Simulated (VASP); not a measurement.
# Ag (I4/mmm) in VASP: notebook

Ag is run at these levels: r2SCAN; tasks: single point.

All numbers are computed with VASP 6.6.1; they aren't measurements. Logs are shortened: lines on timing, memory, paths and dates and some standing lists are left out, and cuts for length are marked.

### Step 1. The cell of the first run

Symmetry: I4/mmm, No. 139, tetragonal system. The conventional cell has a = 3.105 Å, b = 3.105 Å, c = 3.432 Å, α = 90.00°, β = 90.00°, γ = 90.00°. Within 3.7 Å of Ag (site symmetry 4/mmm) lie 14 Ag at 2.79 to 3.43 Å.

### Step 2. Single point, r2SCAN (strain -0.050 along x and y, +0.050 along z)

POSCAR reads:

```
Ag
1.0
   -1.5525542660      1.5525542660      1.7159810308
    1.5525542660     -1.5525542660      1.7159810308
    1.5525542660      1.5525542660     -1.7159810308
Ag
1
Direct
    0.0000000000      0.0000000000      0.0000000000
```

INCAR.step1 reads:

```
  ALGO = Normal
  EDIFF = 1E-4
  ENCUT = 520
  GGA = PE
  ISMEAR = 0
  LASPH = True
  LCHARG = False
  LREAL = False
  LWAVE = True
  NBANDS = 12
  NELM = 100
  PREC = Accurate
  SIGMA = 0.15
```

INCAR.step2 reads:

```
  ALGO = Normal
  EDIFF = 1E-6
  ENCUT = 520
  ISIF = 2
  ISMEAR = 0
  ISTART = 1
  LASPH = True
  LCHARG = False
  LMIXTAU = True
  LREAL = False
  LWAVE = False
  METAGGA = R2SCAN
  NBANDS = 12
  NELM = 100
  PREC = Accurate
  SIGMA = 0.15
```

KPOINTS reads:

```
k-points
0
Gamma
  26 26 26
```

Potentials or basis: VASP PAW PBE potentials, release 64 (Ag).

The run is started by

```bash
$ cat potpaw_PBE.64/Ag/POTCAR > POTCAR
$ cp INCAR.step1 INCAR
$ mpirun -np 1 vasp_std > vasp.out
$ cp INCAR.step2 INCAR
$ mpirun -np 1 vasp_std > vasp.out
```

OUTCAR:

```text
EDIFF = 1E-6
   ENCUT = 520
   ISIF = 2
   ISMEAR = 0
   ISTART = 1
   LASPH = True
   LREAL = False
   METAGGA = R2SCAN
   NELM = 100
   PREC = Accurate

 ion  position               nearest neighbor table
   1  0.000  0.000  0.000-

  LATTYP: Found a body centered tetragonal cell.
 ALAT       =     3.1051085320
 C/A-ratio  =     1.1052631579

  Lattice vectors:

 A1 = (  -1.5525542660,   1.5525542660,   1.7159810308)
 A2 = (   1.5525542660,  -1.5525542660,   1.7159810308)
 A3 = (   1.5525542660,   1.5525542660,  -1.7159810308)

Analysis of symmetry for initial positions (statically):
=====================================================================
 Subroutine PRICEL returns:
 Original cell was already a primitive cell.

 Routine SETGRP: Setting up the symmetry group for a
 body centered tetragonal supercell.

 Subroutine GETGRP returns: Found 16 space group operations
 (whereof 16 operations were pure point group operations)
 out of a pool of 16 trial point group operations.

The static configuration has the point symmetry D_4h.

Analysis of symmetry for dynamics (positions and initial velocities):
=====================================================================
 Subroutine PRICEL returns:
 Original cell was already a primitive cell.

 Routine SETGRP: Setting up the symmetry group for a
 body centered tetragonal supercell.

 Subroutine GETGRP returns: Found 16 space group operations
 (whereof 16 operations were pure point group operations)
 out of a pool of 16 trial point group operations.

The dynamic configuration has the point symmetry D_4h.

 Subroutine INISYM returns: Found 16 space group operations
 (whereof 16 operations are pure point group operations),
 and found     1 'primitive' translations

----------------------------------------------------------------------------------------

                                     Primitive cell

  volume of cell :      16.5450

  direct lattice vectors                    reciprocal lattice vectors
    -1.552554266  1.552554266  1.715981031     0.000000000  0.322049935  0.291378512
     1.552554266 -1.552554266  1.715981031     0.322049935  0.000000000  0.291378512
     1.552554266  1.552554266 -1.715981031     0.322049935  0.322049935  0.000000000

  length of vectors
     2.786653978  2.786653978  2.786653978     0.434301276  0.434301276  0.455447385

  position of ions in fractional coordinates (direct lattice)
     0.000000000  0.000000000  0.000000000

  ion indices of the primitive-cell ions
   primitive index   ion index
                 1           1

----------------------------------------------------------------------------------------

 KPOINTS: k-points

Automatic generation of k-mesh.
 Grid dimensions read from file:
 generate k-points for:   26   26   26

 Generating k-lattice:

  Cartesian coordinates                     Fractional coordinates (reciprocal lattice)
     0.000000000  0.012386536  0.011206866     0.038461538  0.000000000 -0.000000000
     0.012386536  0.000000000  0.011206866     0.000000000  0.038461538 -0.000000000
     0.012386536  0.012386536  0.000000000     0.000000000  0.000000000  0.038461538

  Length of vectors
     0.016703895  0.016703895  0.017517207

  Shift w.r.t. Gamma in fractional coordinates (k-lattice)
     0.000000000  0.000000000  0.000000000

 Subroutine IBZKPT returns following result:
 ===========================================

 Found   1330 irreducible k-points:

 Following reciprocal coordinates:
            Coordinates               Weight
  0.000000  0.000000  0.000000      1.000000
  0.038462  0.000000  0.000000      8.000000
  0.076923  0.000000  0.000000      8.000000
  0.115385  0.000000  0.000000      8.000000
  0.153846  0.000000  0.000000      8.000000
  0.192308 -0.000000  0.000000      8.000000
[... 16 lines left out ...]
  0.346154  0.038462  0.000000     16.000000
  0.384615  0.038462  0.000000     16.000000
 [... further k-points ...]
   k-points           NKPTS =   1330   k-points in BZ     NKDIM =   1330   number of bands    NBANDS=     12
   number of dos      NEDOS =    301   number of ions     NIONS =      1
   total plane-waves  NPLWV =  13824
   dimension x,y,z NGX =    24 NGY =   24 NGZ =   24
   dimension x,y,z NGXF=    48 NGYF=   48 NGZF=   48
   ions per type =               1
   NGX,Y,Z   is equivalent  to a cutoff of  14.32, 14.32, 14.32 a.u.
   NGXF,Y,Z  is equivalent  to a cutoff of  28.64, 28.64, 28.64 a.u.
 SYSTEM =  unknown system
   PREC   = accura    normal or accurate (medium, high low for compatibility)
   ISTART =      1    job   : 0-new  1-cont  2-samecut
   ICHARG =      0    charge: 1-file 2-atom 10-const
   ISPIN  =      1    spin polarized calculation?
   LNONCOLLINEAR =      F non collinear calculations
   LSORBIT =      F    spin-orbit coupling
   LASPH  =      T    aspherical Exc in radial PAW
   ENCUT  =  520.0 eV  38.22 Ry    6.18 a.u.   5.18  5.18  5.18*2*pi/ulx,y,z
   NELM   =    100;   NELMIN=  2; NELMDL=  0     # of ELM steps
   EDIFF  = 0.1E-05   stopping-criterion for ELM
   LREAL  =      F    real-space projection
[... 7 lines left out ...]
   TEBEG  =    0.0;   TEEND  =   0.0 temperature during run
   PSTRESS=    0.0 pullay stress
   NELECT =      11.0000    total number of electrons
   NUPDOWN=      -1.0000    fix difference up-down
   EMIN   =  10.00;   EMAX   =-10.00  energy-range for DOS
   EFERMI =   0.00;   METHOD = LEGACY
   ISMEAR =     0;   SIGMA  =   0.15  broadening in eV -4-tet -1-fermi 0-gaus
   EFERMI_NEDOS =   21; number of points for ismear=-14 and -15
   IALGO  =     38    algorithm
   IMIX   =      4    mixing-type and parameters
     AMIX     =   0.40;   BMIX     =  1.00
     AMIX_MAG =   1.60;   BMIX_MAG =  1.00
  volume/ion in A,a.u.               =      16.54       111.65
  Fermi-wavevector in a.u.,A,eV,Ry     =   1.428840  2.700117 27.777447  2.041585
  Thomas-Fermi vector in A             =   2.548859
   LORBIT       =      0    0 simple, 1 ext, 2 COOP (PROOUT), +10 PAW based schemes
   METAGGA = R2SCAN    functional components
   LHFCALC =     F    Hartree Fock is set to
   AEXX    =    0.0000 exact exchange contribution
   IVDW    =     0    specifies the selected vdW correction
   LEPSILON=     F    determine dielectric tensor
   LRPA    =     F    only Hartree local field effects (RPA)
 non-spin polarized calculation
 Gauss-broadening in eV      SIGMA  =   0.15
  energy-cutoff  :      520.00
  volume of cell :       16.54
 maximum number of plane-waves:       458
 NGX is ok and might be reduce to    24
   NGX = 11   NGY = 11   NGZ = 11

 number of electron      11.0000000 magnetization

 Free energy of the ion-electron system (eV)
  ---------------------------------------------------
  ext. energy  EPLUGINS =         0.00000000
  ---------------------------------------------------
  free energy    TOTEN  =       -21.31434400 eV

  energy without entropy =      -21.31117504  energy(sigma->0) =      -21.31275952

 E-fermi :   8.8778     XC(G=0): -13.1794

 val. band max:        8.8677506983   @ k =  -0.4615   0.4615   0.0000
 cond. band min:       8.8794408393   @ k =  -0.3846   0.4231   0.1154
 fundamental gap:      0.0116901409
 Fermi energy:         8.8778253290

 k-point     1 :       0.0000    0.0000    0.0000
  band No.  band energies     occupation
      1       0.6689      2.00000
      2       3.3690      2.00000
      3       3.3690      2.00000
      4       3.8191      2.00000
      5       4.5916      2.00000
      6       5.0790      2.00000
      7      26.6386      0.00000
      8      28.2704      0.00000
      9      28.2704      0.00000
     10      32.7826      0.00000
     11      34.4812      0.00000
     12      34.5816      0.00000

 k-point     2 :       0.0385    0.0000    0.0000
  band No.  band energies     occupation
      1       0.7197      2.00000
      2       3.3722      2.00000
      3       3.3803      2.00000
      4       3.8247      2.00000
      5       4.5844      2.00000
      6       5.0712      2.00000
      7      26.6198      0.00000
      8      28.1459      0.00000
      9      28.3056      0.00000
     10      32.2611      0.00000
     11      34.0530      0.00000
     12      35.0127      0.00000

 k-point     3 :       0.0769    0.0000    0.0000
  band No.  band energies     occupation
      1       0.8692      2.00000
      2       3.3820      2.00000
      3       3.4030      2.00000
      4       3.8524      2.00000
      5       4.5646      2.00000
      6       5.0500      2.00000
      7      26.4909      0.00000
      8      27.7713      0.00000
      9      28.4076      0.00000
     10      31.5275      0.00000
     11      33.1763      0.00000
     12      34.4540      0.00000

 k-point     4 :       0.1154    0.0000    0.0000
  band No.  band energies     occupation
      1       1.1079      2.00000
      2       3.4013      2.00000
      3       3.4092      2.00000
      4       3.9296      2.00000
      5       4.5375      2.00000
      6       5.0214      2.00000
      7      25.9699      0.00000
      8      27.3118      0.00000
      9      28.5649      0.00000
     10      31.0850      0.00000
     11      32.3571      0.00000
     12      33.3215      0.00000

 k-point     5 :       0.1538    0.0000    0.0000
  band No.  band energies     occupation
      1       1.4134      2.00000
      2       3.3799      2.00000
      3       3.4434      2.00000
      4       4.0742      2.00000
      5       4.5111      2.00000
      6       4.9927      2.00000
      7      24.8772      0.00000
      8      26.9460      0.00000
      9      28.7552      0.00000
     10      30.9620      0.00000
     11      31.8091      0.00000
     12      32.1675      0.00000

 k-point     6 :       0.1923   -0.0000    0.0000
  band No.  band energies     occupation
      1       1.7381      2.00000
      2       3.3204      2.00000
      3       3.5482      2.00000
      4       4.2783      2.00000
      5       4.4928      2.00000
      6       4.9708      2.00000
      7      23.4628      0.00000
      8      26.5214      0.00000
      9      28.9299      0.00000
     10      31.0433      0.00000
     11      31.0721      0.00000
     12      31.6286      0.00000

 k-point     7 :       0.2308   -0.0000    0.0000
  band No.  band energies     occupation
      1       1.9998      2.00000
      2       3.2435      2.00000
      3       3.7947      2.00000
      4       4.4854      2.00000
      5       4.5248      2.00000
      6       4.9613      2.00000
      7      21.9176      0.00000
      8      25.9946      0.00000
      9      28.9179      0.00000
     10      30.2220      0.00000
     11      31.1437      0.00000
     12      31.8786      0.00000

 k-point     8 :       0.2692   -0.0000    0.0000
  band No.  band energies     occupation
      1       2.1298      2.00000
      2       3.1596      2.00000
      3       4.2531      2.00000
      4       4.4859      2.00000
      5       4.7966      2.00000
      6       4.9682      2.00000
      7      20.3309      0.00000
      8      25.4266      0.00000
      9      28.3619      0.00000
     10      29.9852      0.00000
     11      31.2392      0.00000
     12      32.4235      0.00000
[... 166 lines left out ...]
 k-point    20 :       0.2308    0.0385    0.0000
  band No.  band energies     occupation
      1       2.1122      2.00000
      2       3.2061      2.00000
      3       3.8998      2.00000
      4       4.4756      2.00000
      5       4.7324      2.00000
      6       4.9701      2.00000
      7      21.2326      0.00000
      8      25.4724      0.00000
      9      28.1343      0.00000
     10      30.0200      0.00000
     11      31.8999      0.00000
     12      32.6009      0.00000

 k-point    21 :       0.2692    0.0385    0.0000
  band No.  band energies     occupation
      1       2.1812      2.00000
      2       3.1244      2.00000
      3       4.3609      2.00000
      4       4.4968      2.00000
      5       4.9139      2.00000
      6       5.1552      2.00000
      7      19.6442      0.00000
      8      24.9488      0.00000
      9      27.4351      0.00000
     10      30.1249      0.00000
     11      31.9122      0.00000
     12      33.2680      0.00000

 k-point    22 :       0.3077    0.0385    0.0000
  band No.  band energies     occupation
      1       2.1580      2.00000
      2       3.0456      2.00000
      3       4.5067      2.00000
      4       4.8126      2.00000
      5       5.0268      2.00000
      6       5.6208      2.00000
      7      18.0823      0.00000
      8      24.4645      0.00000
      9      26.7012      0.00000
     10      30.3008      0.00000
     11      31.9470      0.00000
     12      34.0470      0.00000

 k-point    23 :       0.3462    0.0385    0.0000
  band No.  band energies     occupation
      1       2.0963      2.00000
      2       2.9755      2.00000
      3       4.5113      2.00000
      4       4.9508      2.00000
      5       5.3262      2.00000
      6       6.3223      2.00000
      7      16.5822      0.00000
      8      24.0497      0.00000
      9      26.0404      0.00000
     10      30.4669      0.00000
     11      32.0336      0.00000
     12      34.1538      0.00000

 k-point    24 :       0.3846    0.0385    0.0000
  band No.  band energies     occupation
      1       2.0298      2.00000
      2       2.9187      2.00000
      3       4.5066      2.00000
      4       5.0129      2.00000
      5       5.5839      2.00000
      6       7.1682      2.00000
      7      15.1892      0.00000
      8      23.7249      0.00000
      9      25.5068      0.00000
     10      30.5967      0.00000
     11      32.1598      0.00000
     12      33.7691      0.00000

 [... further k-points ...]
[... 5 lines left out ...]
  --------------------------------------------------------------------------------------
  -------------------------------------------------------------------------------------
  Total        0.5789445      0.5789445      0.7419668      0.0000000     -0.0000000      0.0000000
  in kB       56.0636596     56.0636596     71.8503675      0.0000000     -0.0000000      0.0000000
  external PRESSURE =      61.3258956 kB  Pullay stress =       0.0000000 kB

 VOLUME and BASIS-vectors are now :
 -----------------------------------------------------------------------------
  energy-cutoff  :      520.00
  volume of cell :       16.54
      direct lattice vectors                 reciprocal lattice vectors
    -1.552554266  1.552554266  1.715981031     0.000000000  0.322049935  0.291378512
     1.552554266 -1.552554266  1.715981031     0.322049935  0.000000000  0.291378512
     1.552554266  1.552554266 -1.715981031     0.322049935  0.322049935  0.000000000

 POSITION                                       TOTAL-FORCE (eV/Angst)
 -----------------------------------------------------------------------------------
      0.00000      0.00000      0.00000        -0.000000      0.000000     -0.000000
 -----------------------------------------------------------------------------------
    total drift:                                0.000000      0.000000     -0.000000

  FREE ENERGIE OF THE ION-ELECTRON SYSTEM (eV)
  ---------------------------------------------------
  free  energy   TOTEN  =       -21.3143439956 eV

  energy  without entropy=      -21.3111750416  energy(sigma->0) =      -21.31275952
```

Run time: 4.5 min. Hardware: 1 thread of Intel Xeon 6975P-C (Granite Rapids), shared host; peak memory 0.36 GiB.

What came out:

* Free energy: -21.3143 eV
* Pressure: 6.1 GPa
* Band gap on the k mesh: zero (an odd number of electrons rules out a gap without spin polarisation)

Caveat: the cell differs from its parent crystal (strain -0.050 along x and y, +0.050 along z); the cell stands under pressure; the PAW data sets were made with another functional, which shifts forces and pressure a little.

### Step 3. Single point, r2SCAN (strain +0.025 along x and y, -0.050 along z)

POSCAR reads:

```
Ag
1.0
   -1.6751243396      1.6751243396      1.5525542660
    1.6751243396     -1.6751243396      1.5525542660
    1.6751243396      1.6751243396     -1.5525542660
Ag
1
Direct
    0.0000000000      0.0000000000      0.0000000000
```

INCAR.step1 reads:

```
SYSTEM = Ag
PREC = Accurate ; ENCUT = 520
ISMEAR = 0 ; SIGMA = 0.15
LREAL = .FALSE. ; LASPH = .TRUE.
NELM = 80 ; NBANDS = 12
GGA = PE ; ALGO = Normal
EDIFF = 1E-4 ; LWAVE = .TRUE.
LCHARG = .FALSE.
```

INCAR.step2 reads:

```
SYSTEM = Ag
PREC = Accurate ; ENCUT = 520
EDIFF = 1E-6 ; ISMEAR = 0
SIGMA = 0.15 ; LREAL = .FALSE.
LASPH = .TRUE. ; NELM = 80
ALGO = Normal ; ISIF = 2
LWAVE = .FALSE. ; LCHARG = .FALSE.
METAGGA = R2SCAN ; LMIXTAU = .TRUE.
NBANDS = 12 ; ISTART = 1
```

KPOINTS reads:

```
regular mesh
0
G
  26 26 26
  0 0 0
```

Potentials or basis: VASP PAW PBE potentials, release 64 (Ag).

The run is started by

```bash
$ cat potpaw_PBE.64/Ag/POTCAR > POTCAR
$ cp INCAR.step1 INCAR
$ mpirun -np 1 vasp_std > vasp.out
$ cp INCAR.step2 INCAR
$ mpirun -np 1 vasp_std > vasp.out
```

Run time: 15 min. Hardware: 1 thread of Oxide Virtual Turin-like, shared host; peak memory 0.34 GiB.

It converged, with:

- Free energy: -21.3274 eV
- Pressure: 0.1 GPa
- Band gap on the k mesh: zero (an odd number of electrons rules out a gap without spin polarisation)

Stress tensor (GPa, compression positive):
```
 0.26  0.00  0.00
 0.00  0.26  0.00
 0.00  0.00 -0.08
```

Levels at points of the mesh, in eV from the Fermi level:
| k point | band 2 | band 3 | band 4 | band 5 | band 6 | band 7 | band 8 | band 9 | band 10 | band 11 |
| --- | --- | --- | --- | --- | --- | --- | --- | --- | --- | --- |
| (0.00, 0.00, 0.00) | -5.43 | -5.07 | -5.07 | -4.14 | -3.74 | 18.08 | 18.08 | 19.63 | 24.17 | 24.17 |
| (0.50, 0.00, 0.00) | -6.10 | -3.97 | -3.58 | -2.90 | 0.20 | 4.43 | 13.41 | 14.31 | 19.96 | 20.98 |
| (0.50, 0.50, 0.00) | -5.70 | -4.24 | -3.90 | -2.95 | -0.27 | 3.62 | 14.67 | 16.16 | 21.32 | 22.91 |
| (0.50, 0.50, 0.50) | -6.63 | -3.18 | -3.18 | -3.07 | 6.41 | 6.41 | 8.75 | 12.30 | 13.01 | 15.18 |

Caveat: the cell differs from its parent crystal (strain +0.025 along x and y, -0.050 along z); the PAW data sets were made with another functional, which shifts forces and pressure a little.
